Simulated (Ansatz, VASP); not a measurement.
# Two plane-wave programs on Ag

```xyz
1
Lattice="0.0000 2.1248 1.8797 2.1248 0.0000 1.8797 2.1248 2.1248 0.0000" Properties=species:S:1:pos:R:3 pbc="T T T"
Ag    0.0000    0.0000    0.0000
```

Change from the starting cell: strain +0.040 along x and y, -0.080 along z, atoms carried along.

Alike in both runs: task single point; functional PBEsol; k mesh 20 × 20 × 20; occupations gaussian, width 0.15 eV; no spin polarisation.

```csv
,VASP,Ansatz
version,VASP 6.6.1,Ansatz 0.2.0
potentials or method,"VASP PAW PBE potentials, release 64 (Ag), cutoff 520 eV","scalar-relativistic, plane waves, PAW"
valence electrons in the cell,11,19
```

|  | VASP | Ansatz | Ansatz less VASP |
| --- | --- | --- | --- |
| gap on the k mesh at the Fermi level (eV) | none | none | - |
| pressure (GPa) | -2.0 | -1.8 | +0.21 |
| traceless stress, the component that is largest in VASP (GPa) | 1.63 | 1.65 | +0.017 |

VASP's potentials were made for PBE, not for PBEsol. A gap of «none» marks a metal or a gap that the smearing closes. The functional is the same, so the differences come from potentials, cutoffs and numerics. VASP's potentials hold 11 valence electrons a cell and Ansatz's 19, so a difference there can come from the potentials and not from the codes.
